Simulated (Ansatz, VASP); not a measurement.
# Two plane-wave programs on MgO

```xyz
4
Lattice="3.1198 0.0000 0.0000 -1.5599 2.7018 0.0000 0.0000 0.0000 5.7835" Properties=species:S:1:pos:R:3 pbc="T T T"
Mg    0.0000    1.8012    0.2059
Mg    1.5599    0.9006    3.0977
O     0.0000    1.8012    2.3035
O     1.5599    0.9006    5.1952
```

Alike in both runs: task single point; functional PBE; k mesh 9 × 9 × 6; occupations gaussian, width 0.05 eV; no spin polarisation.

|  | VASP | Ansatz |
| --- | --- | --- |
| version | VASP 6.6.1 | Ansatz 0.2.0 |
| potentials or method | VASP PAW PBE potentials, release 64 (Mg, O), cutoff 520 eV | scalar-relativistic, plane waves, PAW |
| valence electrons in the cell | 16 | 32 |

|  | VASP | Ansatz | Ansatz less VASP |
| --- | --- | --- | --- |
| gap on the k mesh at the Fermi level (eV) | 3.08 | 3.10 | +0.026 |
| least direct gap on the mesh (eV) | 3.08 | 3.10 | +0.026 |
| pressure (GPa) | 0.6 | 1.1 | +0.42 |
| traceless stress, the component that is largest in VASP (GPa) | -18.04 | -17.80 | +0.242 |
| rms of the force components (eV/Å) | 0.080 | 0.077 | -0.0026 |

Atom by atom the forces differ by 0.003 eV/Å (rms over components). With one functional, cell and mesh, what is left measures potentials, basis and numerics. VASP's potentials hold 16 valence electrons a cell and Ansatz's 32, so a difference there can come from the potentials and not from the codes.
